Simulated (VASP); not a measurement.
# HgH3 (P-6m2) in VASP: notebook

HgH3 is run at these levels: PBE; tasks: relaxation of cell and atoms.

All numbers are computed with VASP 6.6.1; they aren't measurements. Logs are shortened: lines on timing, memory, paths and dates and some standing lists are left out, and cuts for length are marked.

### Step 1. The cell of the first run

Symmetry: P-6m2, No. 187, hexagonal system. Conventional cell: a = 2.847 Å, b = 2.847 Å, c = 8.982 Å, α = 90.00°, β = 90.00°, γ = 120.00°. Within 3.7 Å of Hg (site symmetry -6m2) lie 6 H at 2.82 Å and 6 Hg at 2.85 Å. Within 3.6 Å of H (site symmetry -6m2) lie 12 H at 2.74 to 2.85 Å. Within 3.6 Å of H (site symmetry 3m) lie 9 H at 2.74 to 2.85 Å and 3 Hg at 2.82 Å.

### Step 2. Relaxation of cell and atoms, PBE

File INCAR:

```
PREC = Accurate ; ENCUT = 600
EDIFF = 1E-6 ; ISMEAR = 0
SIGMA = 0.1 ; LREAL = F
LASPH = T ; NELM = 100
ALGO = Normal ; ISIF = 3
LWAVE = F ; LCHARG = F
GGA = PE ; IBRION = 2
NSW = 90 ; EDIFFG = -0.04
```

File KPOINTS:

```
regular mesh
0
Gamma
  6 6 2
```

File POSCAR:

```
HgH3
1.0
    2.8465242300      0.0000000000      0.0000000000
   -1.4232621100      2.4651622900      0.0000000000
    0.0000000000      0.0000000000      8.9816141100
Hg H
1 3
Direct
    0.0000000000      0.0000000000      0.0000000000
    0.0000000000      0.0000000000      0.5000000000
    0.6666666700      0.3333333300      0.2557615600
    0.6666666700      0.3333333300      0.7442384400
```

Potentials or basis: VASP PAW PBE potentials, release 64 (Hg, H).

Command:

```bash
cat potpaw_PBE.64/Hg/POTCAR potpaw_PBE.64/H/POTCAR > POTCAR
mpirun -np 1 vasp_std > vasp.out
```

OUTCAR:

```text
PREC = Accurate
   ENCUT = 600
   EDIFF = 1E-6
   ISMEAR = 0
   LREAL = F
   LASPH = T
   NELM = 100
   ISIF = 3
   GGA = PE
   IBRION = 2
   NSW = 90
   EDIFFG = -0.04

 ion  position               nearest neighbor table
   1  0.000  0.000  0.000-
   2  0.000  0.000  0.500-
   3  0.667  0.333  0.256-
   4  0.667  0.333  0.744-

  LATTYP: Found a hexagonal cell.
 ALAT       =     2.8465242300
 C/A-ratio  =     3.1552916414

  Lattice vectors:

 A1 = (   2.8465242300,   0.0000000000,   0.0000000000)
 A2 = (  -1.4232621100,   2.4651622900,   0.0000000000)
 A3 = (   0.0000000000,   0.0000000000,   8.9816141100)

Analysis of symmetry for initial positions (statically):
=====================================================================
 Subroutine PRICEL returns:
 Original cell was already a primitive cell.

 Routine SETGRP: Setting up the symmetry group for a
 hexagonal supercell.

 Subroutine GETGRP returns: Found 12 space group operations
 (whereof 12 operations were pure point group operations)
 out of a pool of 24 trial point group operations.

The static configuration has the point symmetry D_3h.

Analysis of symmetry for dynamics (positions and initial velocities):
=====================================================================
 Subroutine PRICEL returns:
 Original cell was already a primitive cell.

 Routine SETGRP: Setting up the symmetry group for a
 hexagonal supercell.

 Subroutine GETGRP returns: Found 12 space group operations
 (whereof 12 operations were pure point group operations)
 out of a pool of 24 trial point group operations.

The dynamic configuration has the point symmetry D_3h.

 Subroutine INISYM returns: Found 12 space group operations
 (whereof 12 operations are pure point group operations),
 and found     1 'primitive' translations

----------------------------------------------------------------------------------------

                                     Primitive cell

  volume of cell :      63.0253

  direct lattice vectors                    reciprocal lattice vectors
     2.846524230  0.000000000  0.000000000     0.351305634  0.202826402  0.000000000
    -1.423262110  2.465162290  0.000000000     0.000000000  0.405652806  0.000000000
     0.000000000  0.000000000  8.981614110     0.000000000  0.000000000  0.111338562
[... 69 lines left out ...]
   ISTART =      0    job   : 0-new  1-cont  2-samecut
   ICHARG =      2    charge: 1-file 2-atom 10-const
   ISPIN  =      1    spin polarized calculation?
   LNONCOLLINEAR =      F non collinear calculations
   LSORBIT =      F    spin-orbit coupling
   LASPH  =      T    aspherical Exc in radial PAW
   ENCUT  =  600.0 eV  44.10 Ry    6.64 a.u.   5.69  5.69 17.94*2*pi/ulx,y,z
   NELM   =    100;   NELMIN=  2; NELMDL= -5     # of ELM steps
   EDIFF  = 0.1E-05   stopping-criterion for ELM
   LREAL  =      F    real-space projection
   EDIFFG = -.4E-01   stopping-criterion for IOM
   NSW    =     90    number of steps for IOM
   IBRION =      2    ionic relax: 0-MD 1-quasi-New 2-CG
   NFREE  =      1    steps in history (QN), initial steepest desc. (CG)
   ISIF   =      3    stress and relaxation
   ISYM   =      2    0-nonsym 1-usesym 2-fastsym
   POTIM  = 0.5000    time-step for ionic-motion
   TEBEG  =    0.0;   TEEND  =   0.0 temperature during run
   PSTRESS=    0.0 pullay stress
   NELECT =      15.0000    total number of electrons
   NUPDOWN=      -1.0000    fix difference up-down
   EMIN   =  10.00;   EMAX   =-10.00  energy-range for DOS
   EFERMI =   0.00;   METHOD = LEGACY
   ISMEAR =     0;   SIGMA  =   0.10  broadening in eV -4-tet -1-fermi 0-gaus
   EFERMI_NEDOS =   21; number of points for ismear=-14 and -15
   IALGO  =     38    algorithm
   IMIX   =      4    mixing-type and parameters
     AMIX     =   0.40;   BMIX     =  1.00
     AMIX_MAG =   1.60;   BMIX_MAG =  1.00
  volume/ion in A,a.u.               =      15.76       106.33
  Fermi-wavevector in a.u.,A,eV,Ry     =   1.014535  1.917193 14.004219  1.029281
  Thomas-Fermi vector in A             =   2.147768
   LORBIT       =      0    0 simple, 1 ext, 2 COOP (PROOUT), +10 PAW based schemes
   GGA     = PE    functional components
   LHFCALC =     F    Hartree Fock is set to
   AEXX    =    0.0000 exact exchange contribution
   IVDW    =     0    specifies the selected vdW correction
   LEPSILON=     F    determine dielectric tensor
   LRPA    =     F    only Hartree local field effects (RPA)
 conjugate gradient relaxation of ions
 non-spin polarized calculation
 Gauss-broadening in eV      SIGMA  =   0.10
  energy-cutoff  :      600.00
  volume of cell :       63.03
 maximum number of plane-waves:      2123
 NGX is ok and might be reduce to    24
   NGX = 11   NGY = 11   NGZ = 35

--------------------------------------- Ionic step        1  -------------------------------------------

 number of electron      14.9999999 magnetization

 Free energy of the ion-electron system (eV)
  ---------------------------------------------------
  ext. energy  EPLUGINS =         0.00000000
  ---------------------------------------------------
  free energy    TOTEN  =        -3.27325522 eV

  energy without entropy =       -3.25158870  energy(sigma->0) =       -3.26242196

------------------------ aborting loop because EDIFF is reached ----------------------------------------

  FORCE on cell =-STRESS in cart. coord.  units (eV):
  Direction    XX          YY          ZZ          XY          YZ          ZX
  --------------------------------------------------------------------------------------
  -------------------------------------------------------------------------------------
  Total       -0.1965334     -0.1965334     -4.4618909     -0.0000000      0.0000000      0.0000000
  in kB       -4.9961123     -4.9961123   -113.4265539     -0.0000000      0.0000000      0.0000000
  external PRESSURE =     -41.1395928 kB  Pullay stress =       0.0000000 kB
[... 298 lines left out ...]
  FREE ENERGIE OF THE ION-ELECTRON SYSTEM (eV)
  ---------------------------------------------------
  free  energy   TOTEN  =        -4.4618021605 eV

  energy  without entropy=       -4.4509127459  energy(sigma->0) =       -4.45635745

[... ionic steps 4 to 9 ...]

--------------------------------------- Ionic step       10  -------------------------------------------

 number of electron      14.9999998 magnetization

 E-fermi :   1.9835     XC(G=0): -10.2195
[... 274 lines left out ...]
--------------------------------------- Ionic step       12  -------------------------------------------

 number of electron      15.0000002 magnetization

 Free energy of the ion-electron system (eV)
  ---------------------------------------------------
  ext. energy  EPLUGINS =         0.00000000
  ---------------------------------------------------
  free energy    TOTEN  =        -5.66058853 eV

  energy without entropy =       -5.64619000  energy(sigma->0) =       -5.65338927

 E-fermi :   1.2628     XC(G=0):  -9.8584

 val. band max:        1.2551785852   @ k =   0.3333   0.1667   0.0000
 cond. band min:       1.2931626426   @ k =   0.5000   0.0000   0.5000
 fundamental gap:      0.0379840575
 Fermi energy:         1.2627961881
[... 225 lines left out ...]
  FREE ENERGIE OF THE ION-ELECTRON SYSTEM (eV)
  ---------------------------------------------------
  free  energy   TOTEN  =        -5.6605885326 eV

  energy  without entropy=       -5.6461899987  energy(sigma->0) =       -5.65338927

 reached required accuracy - stopping structural energy minimisation
```

CONTCAR:

```text
HgH3
   1.00000000000000
     3.0611231429188570    0.0000000004439796    0.0000000000000000
    -1.5305615656979819    2.6510103986912363   -0.0000000000000000
     0.0000000000000000    0.0000000000000000    4.9353632087144899
  Hg              H
     1     3
Direct
     0.0000000000000000    0.0000000000000000    0.0000000000000000
     0.0000000000000000    0.0000000000000000    0.5000000000000000
     0.6666666699999979    0.3333333300000021    0.2596920412367282
     0.6666666699999979    0.3333333300000021    0.7403079587632716

  0.00000000E+00  0.00000000E+00  0.00000000E+00
  0.00000000E+00  0.00000000E+00  0.00000000E+00
  0.00000000E+00  0.00000000E+00  0.00000000E+00
  0.00000000E+00  0.00000000E+00  0.00000000E+00
```

Wall time 4.3 min (1 thread of AMD EPYC 7R13, shared host); peak memory 0.19 GiB.

What came out:

- Free energy: -5.6606 eV
- Relaxed volume: 10.01 Å³/atom
- Relaxed cell: a = 3.061 Å, b = 3.061 Å, c = 4.935 Å, α = 90.00°, β = 90.00°, γ = 120.00°
- Space group after relaxing (to 0.05 Å): P-6m2 (No. 187)
- Energy gained by relaxing: 596.8 meV/atom
- Ionic steps: 12
- Pressure after relaxing: 0.2 GPa
- Largest force after relaxing: 0.024 eV/Å

Forces in eV/Å, atoms in the order of the input:
```
Hg   0.000  0.000  0.000
H    0.000  0.000  0.000
H    0.000  0.000  0.024
H    0.000  0.000 -0.024
```

Step by step:
| step | energy change (eV) | largest force (eV/Å) | pressure (GPa) | volume (Å³) |
| --- | --- | --- | --- | --- |
| 1 | 0.0000 | 0.1442 | -4.11 | 63.03 |
| 2 | -0.2704 | 0.2931 | -4.07 | 59.35 |
| 3 | -1.1885 | 0.2088 | -1.46 | 48.89 |
| 4 | -1.0493 | 1.4568 | 50.54 | 28.79 |
| 5 | -1.7195 | 0.3724 | 4.99 | 41.47 |
| 6 | -1.8704 | 0.9507 | 19.78 | 34.51 |
| 7 | -1.8948 | 0.6723 | 11.90 | 37.34 |
| 8 | -2.0487 | 0.6745 | 11.07 | 36.95 |
| 9 | -2.2277 | 0.4017 | 11.77 | 35.40 |
| 10 | -2.3172 | 0.2585 | 7.19 | 36.87 |
| 11 | -2.3853 | 0.0563 | 1.08 | 39.53 |
| 12 | -2.3873 | 0.0238 | 0.16 | 40.05 |

Final structure:
```cif
data_structure
_symmetry_space_group_name_H-M 'P 1'
_symmetry_Int_Tables_number 1
_cell_length_a 3.0611
_cell_length_b 3.0611
_cell_length_c 4.9354
_cell_angle_alpha 90.000
_cell_angle_beta 90.000
_cell_angle_gamma 120.000
_cell_volume 40.05
loop_
_atom_site_label
_atom_site_type_symbol
_atom_site_fract_x
_atom_site_fract_y
_atom_site_fract_z
_atom_site_occupancy
Hg1 Hg 0.00000 0.00000 0.00000 1
H1 H 0.00000 0.00000 0.50000 1
H2 H 0.66667 0.33333 0.25969 1
H3 H 0.66667 0.33333 0.74031 1
```

Caveat: the k points lie up to 0.64 Å⁻¹ apart in the final cell; the volume moved by over 15 % at a fixed basis, so the end points are rough; spin-orbit coupling is left out, which moves the levels of the heavy elements.

### Step 3. Relaxation of cell and atoms, PBE

This run uses another cell than the first one, of 20.61 Å³/atom, 1.308 times its volume.

File INCAR:

```
ALGO     = Normal         # electronic algorithm
EDIFF    = 1E-6           # SCF threshold, eV
EDIFFG   = -0.04          # ionic threshold
ENCUT    = 600            # plane-wave cutoff, eV
GGA      = PE             # functional
IBRION   = 2              # ionic algorithm
ISIF     = 3              # what is computed and relaxed
ISMEAR   = 0              # smearing method
LASPH    = T              # aspherical terms in the spheres
LCHARG   = F              # write CHGCAR
LREAL    = F              # projectors in reciprocal space
LWAVE    = F              # write WAVECAR
NELM     = 60             # most SCF steps
NSW      = 90             # ionic steps
PREC     = Accurate       # precision mode
SIGMA    = 0.1            # smearing width, eV
```

File KPOINTS:

```
k-points
0
Gamma
  6 6 6
```

File POSCAR:

```
HgH3
1.0
    5.0830370887      0.0000000000      0.0000000000
   -2.5415185444      4.4020392472      0.0000000000
    0.0000000000      0.0000000000      3.6841432186
Hg H
1 3
Direct
    0.0000000000      0.0000000000      0.0000000000
    0.0000000000      0.0000000000      0.5000000000
    0.6666666667      0.3333333333      0.3978194987
    0.6666666667      0.3333333333      0.6021805013
```

Potentials or basis: VASP PAW PBE potentials, release 64 (Hg, H).

Command:

```bash
cat potpaw_PBE.64/Hg/POTCAR potpaw_PBE.64/H/POTCAR > POTCAR
mpirun -np 1 vasp_std > vasp.out
```

Run time: 3.2 min. Hardware: 1 thread of AMD EPYC 7R13, shared host; peak memory 0.22 GiB.

It converged, with:

* Free energy: -9.5502 eV
* Relaxed volume: 21.44 Å³/atom
* Relaxed cell: a = 5.096 Å, b = 5.096 Å, c = 3.813 Å, α = 90.00°, β = 90.00°, γ = 120.00°
* Space group after relaxing (to 0.05 Å): P-6m2 (No. 187)
* Energy gained by relaxing: 8.9 meV/atom
* Ionic steps: 5
* Pressure after relaxing: 0.2 GPa
* Largest force after relaxing: 0.039 eV/Å

Forces in eV/Å, atoms in the order of the input:
```
Hg   0.000  0.000  0.000
H    0.000  0.000  0.000
H    0.000  0.000 -0.039
H    0.000  0.000  0.039
```

Stress tensor (GPa, compression positive):
```
0.26 0.00 0.00
0.00 0.26 0.00
0.00 0.00 0.13
```

The path:
```
step  energy change (eV)  largest force (eV/Å)  pressure (GPa)  volume (Å³)
   1              0.0000                0.0319            1.50        82.44
   2             -0.0249                0.6730            0.17        84.74
   3             -0.0249                0.6574            0.18        84.69
   4             -0.0337                0.3463            0.22        86.21
   5             -0.0355                0.0392            0.22        85.78
```

Final structure:
```cif
data_structure
_symmetry_space_group_name_H-M 'P 1'
_symmetry_Int_Tables_number 1
_cell_length_a 5.0964
_cell_length_b 5.0964
_cell_length_c 3.8133
_cell_angle_alpha 90.000
_cell_angle_beta 90.000
_cell_angle_gamma 120.000
_cell_volume 85.78
loop_
_atom_site_label
_atom_site_type_symbol
_atom_site_fract_x
_atom_site_fract_y
_atom_site_fract_z
_atom_site_occupancy
Hg1 Hg 0.00000 0.00000 0.00000 1
H1 H 0.00000 0.00000 0.50000 1
H2 H 0.66667 0.33333 0.40143 1
H3 H 0.66667 0.33333 0.59857 1
```

Levels at points of the mesh, in eV from the Fermi level:
```csv
k point,band 3,band 4,band 5,band 6,band 7,band 8,band 9,band 10,band 11
"(0.00, 0.00, 0.00)",-6.38,-6.38,-6.30,-6.30,-4.25,3.71,3.71,4.65,5.78
"(0.50, 0.00, 0.00)",-6.34,-6.31,-6.30,-6.22,-4.58,1.76,2.79,5.61,6.85
"(0.00, 0.00, 0.50)",-6.48,-6.45,-6.35,-6.35,-3.40,-3.01,5.03,5.62,5.62
"(0.50, 0.00, 0.50)",-6.42,-6.36,-6.32,-6.09,-3.64,-2.46,1.85,4.80,5.78
```

Caveat: spin-orbit coupling is left out, which moves the levels of the heavy elements.
